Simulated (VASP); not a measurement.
# TiAl (P4mm) in VASP: further runs

The runs below take TiAl through single point, with PBEsol.

Program: VASP 6.6.1. These are calculated values, not measurements. Logs are shortened: lines on timing, memory, paths and dates and some standing lists are left out, and cuts for length are marked.

## (1) The cell of the first run

Symmetry: P4mm, No. 99, tetragonal system. Conventional cell: a = 3.156 Å, b = 3.156 Å, c = 9.169 Å, α = 90.00°, β = 90.00°, γ = 90.00°. Within 3.6 Å of Ti (site symmetry 4mm) lie 8 Al at 2.73 Å and 6 Ti at 2.86 to 3.16 Å. Within 3.6 Å of Ti (site symmetry 4mm) lie 8 Al at 2.73 Å and 6 Ti at 3.16 Å. Ti (site symmetry 4mm) has 8 Al at 2.57 to 2.73 Å and 6 Ti at 2.86 to 3.16 Å within 3.4 Å. Within 3.4 Å of Al (site symmetry 4mm) lie 8 Ti at 2.57 to 2.73 Å and 6 Al at 2.86 to 3.16 Å. Within 3.6 Å of Al (site symmetry 4mm) lie 8 Ti at 2.73 Å and 6 Al at 3.16 Å. Within 3.6 Å of Al (site symmetry 4mm) lie 8 Ti at 2.73 Å and 6 Al at 2.86 to 3.16 Å.

## (2) Single point, PBEsol (the distance across one plane changed)

Contents of INCAR:

```
  ALGO = Fast
  EDIFF = 1E-6
  ENCUT = 520
  GGA = PS
  ISIF = 2
  ISMEAR = 0
  LASPH = T
  LCHARG = F
  LREAL = F
  LWAVE = F
  NBANDS = 32
  NELM = 80
  PREC = Accurate
  SIGMA = 0.15
```

Contents of KPOINTS:

```
k-points
0
Gamma
  19 19 7
```

Contents of POSCAR:

```
TiAl
1.0
    0.0000000000     -3.1564740775      0.0000000000
    0.0000000000      0.0000000000     -3.1564740775
    9.1694222324      0.0000000000      0.0000000000
Ti Al
3 3
Direct
    0.0000000000      0.0000000000      0.2581621475
    0.0000000000      0.0000000000      0.6024012933
    0.0000000000      0.0000000000      0.9466404392
    0.5000000000      0.5000000000      0.0860425745
    0.5000000000      0.5000000000      0.4302817204
    0.5000000000      0.5000000000      0.7745208663
```

Potentials or basis: VASP PAW PBE potentials, release 64 (Ti_sv, Al).

On the command line:

```bash
$ cat potpaw_PBE.64/Ti_sv/POTCAR potpaw_PBE.64/Al/POTCAR > POTCAR
$ mpirun -np 1 vasp_std > vasp.out
```

OUTCAR:

```text
EDIFF = 1E-6
   ENCUT = 520
   GGA = PS
   ISIF = 2
   ISMEAR = 0
   LASPH = T
   LREAL = F
   NELM = 80
   PREC = Accurate

 ion  position               nearest neighbor table
   1  0.000  0.000  0.258-   5 2.73   5 2.73   5 2.73   5 2.73   4 2.73   4 2.73   4 2.73   4 2.73
                             3 2.86
   2  0.000  0.000  0.602-   5 2.73   5 2.73   5 2.73   5 2.73   6 2.73   6 2.73   6 2.73   6 2.73

   3  0.000  0.000  0.947-   4 2.57   4 2.57   4 2.57   4 2.57   6 2.73   6 2.73   6 2.73   6 2.73
                             1 2.86
   4  0.500  0.500  0.086-   3 2.57   3 2.57   3 2.57   3 2.57   1 2.73   1 2.73   1 2.73   1 2.73
                             6 2.86   5 3.16
   5  0.500  0.500  0.430-   2 2.73   2 2.73   2 2.73   2 2.73   1 2.73   1 2.73   1 2.73   1 2.73
                             6 3.16   4 3.16
   6  0.500  0.500  0.775-   3 2.73   3 2.73   3 2.73   3 2.73   2 2.73   2 2.73   2 2.73   2 2.73
                             4 2.86   5 3.16

  LATTYP: Found a simple tetragonal cell.
 ALAT       =     3.1564740775
 C/A-ratio  =     2.9049572426

  Lattice vectors:

 A1 = (   0.0000000000,  -3.1564740775,   0.0000000000)
 A2 = (   0.0000000000,   0.0000000000,  -3.1564740775)
 A3 = (   9.1694222324,   0.0000000000,   0.0000000000)

Analysis of symmetry for initial positions (statically):
=====================================================================
 Subroutine PRICEL returns:
 Original cell was already a primitive cell.

 Routine SETGRP: Setting up the symmetry group for a
 simple tetragonal supercell.

 Subroutine GETGRP returns: Found  8 space group operations
 (whereof  8 operations were pure point group operations)
 out of a pool of 16 trial point group operations.

The static configuration has the point symmetry C_4v.

Analysis of symmetry for dynamics (positions and initial velocities):
=====================================================================
 Subroutine PRICEL returns:
 Original cell was already a primitive cell.

 Routine SETGRP: Setting up the symmetry group for a
 simple tetragonal supercell.

 Subroutine GETGRP returns: Found  8 space group operations
 (whereof  8 operations were pure point group operations)
 out of a pool of 16 trial point group operations.

The dynamic configuration has the point symmetry C_4v.

 Subroutine INISYM returns: Found  8 space group operations
 (whereof  8 operations are pure point group operations),
 and found     1 'primitive' translations

----------------------------------------------------------------------------------------

                                     Primitive cell

  volume of cell :      91.3580

  direct lattice vectors                    reciprocal lattice vectors
     0.000000000 -3.156474077  0.000000000     0.000000000 -0.316809191  0.000000000
     0.000000000  0.000000000 -3.156474077     0.000000000  0.000000000 -0.316809191
     9.169422232  0.000000000  0.000000000     0.109058125  0.000000000  0.000000000

  length of vectors
     3.156474077  3.156474077  9.169422232     0.316809191  0.316809191  0.109058125

  position of ions in fractional coordinates (direct lattice)
     0.000000000  0.000000000  0.258162148
     0.000000000  0.000000000  0.602401293
     0.000000000  0.000000000  0.946640439
     0.500000000  0.500000000  0.086042574
     0.500000000  0.500000000  0.430281720
     0.500000000  0.500000000  0.774520866

  ion indices of the primitive-cell ions
   primitive index   ion index
                 1           1
                 2           2
                 3           3
                 4           4
                 5           5
                 6           6

----------------------------------------------------------------------------------------

 KPOINTS: k-points

Automatic generation of k-mesh.
 Grid dimensions read from file:
 generate k-points for:   19   19    7

 Generating k-lattice:

  Cartesian coordinates                     Fractional coordinates (reciprocal lattice)
     0.000000000 -0.016674168  0.000000000     0.052631579  0.000000000  0.000000000
     0.000000000  0.000000000 -0.016674168     0.000000000  0.052631579  0.000000000
     0.015579732  0.000000000  0.000000000     0.000000000  0.000000000  0.142857143

  Length of vectors
     0.016674168  0.016674168  0.015579732

  Shift w.r.t. Gamma in fractional coordinates (k-lattice)
     0.000000000  0.000000000  0.000000000

 Subroutine IBZKPT returns following result:
 ===========================================

 Found    220 irreducible k-points:

 Following reciprocal coordinates:
            Coordinates               Weight
  0.000000  0.000000  0.000000      1.000000
  0.052632  0.000000  0.000000      4.000000
  0.105263  0.000000  0.000000      4.000000
  0.157895  0.000000  0.000000      4.000000
  0.210526  0.000000  0.000000      4.000000
  0.263158  0.000000  0.000000      4.000000
[... 16 lines left out ...]
  0.263158  0.105263  0.000000      8.000000
  0.315789  0.105263  0.000000      8.000000
 [... further k-points ...]
   k-points           NKPTS =    220   k-points in BZ     NKDIM =    220   number of bands    NBANDS=     32
   number of dos      NEDOS =    301   number of ions     NIONS =      6
   total plane-waves  NPLWV =  40320
   dimension x,y,z NGX =    24 NGY =   24 NGZ =   70
   dimension x,y,z NGXF=    48 NGYF=   48 NGZF=  140
   ions per type =               3   3
   NGX,Y,Z   is equivalent  to a cutoff of  12.64, 12.64, 12.69 a.u.
   NGXF,Y,Z  is equivalent  to a cutoff of  25.28, 25.28, 25.38 a.u.
 SYSTEM =  unknown system
   PREC   = accura    normal or accurate (medium, high low for compatibility)
   ISTART =      0    job   : 0-new  1-cont  2-samecut
   ICHARG =      2    charge: 1-file 2-atom 10-const
   ISPIN  =      1    spin polarized calculation?
   LNONCOLLINEAR =      F non collinear calculations
   LSORBIT =      F    spin-orbit coupling
   LASPH  =      T    aspherical Exc in radial PAW
   ENCUT  =  520.0 eV  38.22 Ry    6.18 a.u.   5.87  5.87 17.05*2*pi/ulx,y,z
   NELM   =     80;   NELMIN=  2; NELMDL= -5     # of ELM steps
   EDIFF  = 0.1E-05   stopping-criterion for ELM
   LREAL  =      F    real-space projection
   EDIFFG = 0.1E-04   stopping-criterion for IOM
   NSW    =      0    number of steps for IOM
   IBRION =     -1    ionic relax: 0-MD 1-quasi-New 2-CG
   NFREE  =      0    steps in history (QN), initial steepest desc. (CG)
   ISIF   =      2    stress and relaxation
   ISYM   =      2    0-nonsym 1-usesym 2-fastsym
   POTIM  = 0.5000    time-step for ionic-motion
   TEBEG  =    0.0;   TEEND  =   0.0 temperature during run
   PSTRESS=    0.0 pullay stress
   NELECT =      45.0000    total number of electrons
   NUPDOWN=      -1.0000    fix difference up-down
   EMIN   =  10.00;   EMAX   =-10.00  energy-range for DOS
   EFERMI =   0.00;   METHOD = LEGACY
   ISMEAR =     0;   SIGMA  =   0.15  broadening in eV -4-tet -1-fermi 0-gaus
   EFERMI_NEDOS =   21; number of points for ismear=-14 and -15
   IALGO  =     68    algorithm
   IMIX   =      4    mixing-type and parameters
     AMIX     =   0.40;   BMIX     =  1.00
     AMIX_MAG =   1.60;   BMIX_MAG =  1.00
  volume/ion in A,a.u.               =      15.23       102.75
  Fermi-wavevector in a.u.,A,eV,Ry     =   1.292896  2.443219 22.743221  1.671580
  Thomas-Fermi vector in A             =   2.424575
   LORBIT       =      0    0 simple, 1 ext, 2 COOP (PROOUT), +10 PAW based schemes
   GGA     = PS    functional components
   LHFCALC =     F    Hartree Fock is set to
   AEXX    =    0.0000 exact exchange contribution
   IVDW    =     0    specifies the selected vdW correction
   LEPSILON=     F    determine dielectric tensor
   LRPA    =     F    only Hartree local field effects (RPA)
 non-spin polarized calculation
 RMM-DIIS sequential band-by-band and
 Gauss-broadening in eV      SIGMA  =   0.15
  energy-cutoff  :      520.00
  volume of cell :       91.36
 maximum number of plane-waves:      2493
 NGX is ok and might be reduce to    24
   NGX = 11   NGY = 11   NGZ = 35

 number of electron      44.9999985 magnetization

 Free energy of the ion-electron system (eV)
  ---------------------------------------------------
  ext. energy  EPLUGINS =         0.00000000
  ---------------------------------------------------
  free energy    TOTEN  =       -38.74721029 eV

  energy without entropy =      -38.66792795  energy(sigma->0) =      -38.70756912

 E-fermi :   9.2212     XC(G=0): -11.4187

 val. band max:        9.2210096360   @ k =   0.3158   0.3158   0.1429
 cond. band min:       9.2215890989   @ k =   0.4737   0.2632   0.4286
 fundamental gap:      0.0005794630
 Fermi energy:         9.2212236991

 k-point     1 :       0.0000    0.0000    0.0000
  band No.  band energies     occupation
      1     -47.3983      2.00000
      2     -47.3398      2.00000
      3     -47.1071      2.00000
      4     -23.8320      2.00000
      5     -23.7650      2.00000
      6     -23.6919      2.00000
[... 24 lines left out ...]
     31      13.3799      0.00000
     32      13.6364      0.00000

 k-point     2 :       0.0526    0.0000    0.0000
  band No.  band energies     occupation
      1     -47.3979      2.00000
      2     -47.3394      2.00000
      3     -47.1066      2.00000
      4     -23.8314      2.00000
      5     -23.7643      2.00000
      6     -23.6970      2.00000
[... 24 lines left out ...]
     31      13.3368      0.00000
     32      13.5208      0.00000
[... 733 lines left out ...]
     31      12.2623      0.00000
     32      12.4937      0.00000

 k-point    24 :       0.3158    0.1053    0.0000
  band No.  band energies     occupation
      1     -47.3851      2.00000
      2     -47.3265      2.00000
      3     -47.0932      2.00000
      4     -23.8190      2.00000
      5     -23.8130      2.00000
      6     -23.7850      2.00000
[... 24 lines left out ...]
     31      12.1818      0.00000
     32      12.4653      0.00000

 [... further k-points ...]

------------------------ aborting loop because EDIFF is reached ----------------------------------------

  FORCE on cell =-STRESS in cart. coord.  units (eV):
  Direction    XX          YY          ZZ          XY          YZ          ZX
  --------------------------------------------------------------------------------------
  -------------------------------------------------------------------------------------
  Total        2.3152105      3.1088005      3.1088005      0.0000000      0.0000000      0.0000000
  in kB       40.6026736     54.5201457     54.5201457      0.0000000      0.0000000      0.0000000
  external PRESSURE =      49.8809883 kB  Pullay stress =       0.0000000 kB

 VOLUME and BASIS-vectors are now :
 -----------------------------------------------------------------------------
  energy-cutoff  :      520.00
  volume of cell :       91.36
      direct lattice vectors                 reciprocal lattice vectors
     0.000000000 -3.156474077  0.000000000     0.000000000 -0.316809191  0.000000000
     0.000000000  0.000000000 -3.156474077     0.000000000  0.000000000 -0.316809191
     9.169422232  0.000000000  0.000000000     0.109058125  0.000000000  0.000000000

 POSITION                                       TOTAL-FORCE (eV/Angst)
 -----------------------------------------------------------------------------------
      2.36720      0.00000      0.00000         0.264323      0.000000     -0.000000
      5.52367      0.00000      0.00000         0.006471     -0.000000     -0.000000
      8.68015      0.00000      0.00000        -1.406812      0.000000     -0.000000
      0.78896     -1.57824     -1.57824         1.141037     -0.000000      0.000000
      3.94543     -1.57824     -1.57824        -0.009649     -0.000000     -0.000000
      7.10191     -1.57824     -1.57824         0.004630     -0.000000      0.000000
 -----------------------------------------------------------------------------------
    total drift:                                0.000153      0.000000     -0.000000

  FREE ENERGIE OF THE ION-ELECTRON SYSTEM (eV)
  ---------------------------------------------------
  free  energy   TOTEN  =       -38.7472102912 eV

  energy  without entropy=      -38.6679279461  energy(sigma->0) =      -38.70756912
```

Run time: 13 min. Hardware: 1 thread of Intel Xeon 6975P-C (Granite Rapids), shared host; peak memory 0.57 GiB.

Results:

```yaml
Free_energy: -38.7472 eV
Pressure: 5.0 GPa
Largest_force: 1.407 eV/Å
Band_gap_on_the_k_mesh: zero (an odd number of electrons rules out a gap without spin polarisation)
```

Forces in eV/Å, atoms in the order of the input:
```
Ti   0.264  0.000  0.000
Ti   0.006  0.000  0.000
Ti  -1.407  0.000  0.000
Al   1.141  0.000  0.000
Al  -0.010  0.000  0.000
Al   0.005  0.000  0.000
```

Caveat: the cell differs from its parent crystal (the distance across one plane changed); the cell stands under pressure; the PAW data sets were made with another functional, which shifts forces and pressure a little.

## (3) Single point, PBEsol (the distance across one plane changed)

Contents of INCAR:

```
  PREC = Accurate
  ENCUT = 520
  EDIFF = 1E-6
  ISMEAR = 0
  SIGMA = 0.15
  LREAL = F
  LASPH = T
  NELM = 60
  ALGO = Fast
  ISIF = 2
  LWAVE = F
  LCHARG = F
  GGA = PS
  NBANDS = 32
```

Contents of KPOINTS:

```
Automatic mesh
0
Gamma
  19 19 7
```

Contents of POSCAR:

```
TiAl
1.0
    0.0000000000     -3.1564740775      0.0000000000
    0.0000000000      0.0000000000     -3.1564740775
   10.4694222324      0.0000000000      0.0000000000
Ti Al
3 3
Direct
    0.0000000000      0.0000000000      0.2261058616
    0.0000000000      0.0000000000      0.5276004434
    0.0000000000      0.0000000000      0.8290950252
    0.5000000000      0.5000000000      0.0753585707
    0.5000000000      0.5000000000      0.3768531525
    0.5000000000      0.5000000000      0.6783477343
```

Potentials or basis: VASP PAW PBE potentials, release 64 (Ti_sv, Al).

On the command line:

```bash
$ cat potpaw_PBE.64/Ti_sv/POTCAR potpaw_PBE.64/Al/POTCAR > POTCAR
$ mpirun -np 1 vasp_std > vasp.out
```

It took 18 min on 1 thread of Intel Xeon 6975P-C (Granite Rapids), shared host; peak memory 0.63 GiB.

The run converged. Its results:

```yaml
Free_energy: -38.0683 eV
Pressure: -5.0 GPa
Largest_force: 1.234 eV/Å
Band_gap_on_the_k_mesh: zero (an odd number of electrons rules out a gap without spin polarisation)
```

Forces in eV/Å, atoms in the order of the input:
```
Ti  -0.152  0.000  0.000
Ti  -0.069  0.000  0.000
Ti   1.234  0.000  0.000
Al  -1.230  0.000  0.000
Al   0.086  0.000  0.000
Al   0.130  0.000  0.000
```

Stress tensor (GPa, compression positive):
```
-2.38  0.00  0.00
 0.00 -6.28  0.00
 0.00  0.00 -6.28
```

Levels at points of the mesh, in eV from the Fermi level:
| k point | band 19 | band 20 | band 21 | band 22 | band 23 | band 24 | band 25 | band 26 |
| --- | --- | --- | --- | --- | --- | --- | --- | --- |
| (0.00, 0.00, 0.00) | -1.30 | -0.85 | -0.60 | 0.41 | 0.41 | 0.72 | 0.88 | 0.88 |

Caveat: the cell differs from its parent crystal (the distance across one plane changed); the cell stands under tension; the PAW data sets were made with another functional, which shifts forces and pressure a little.

(Continued in part 2 of 2.)
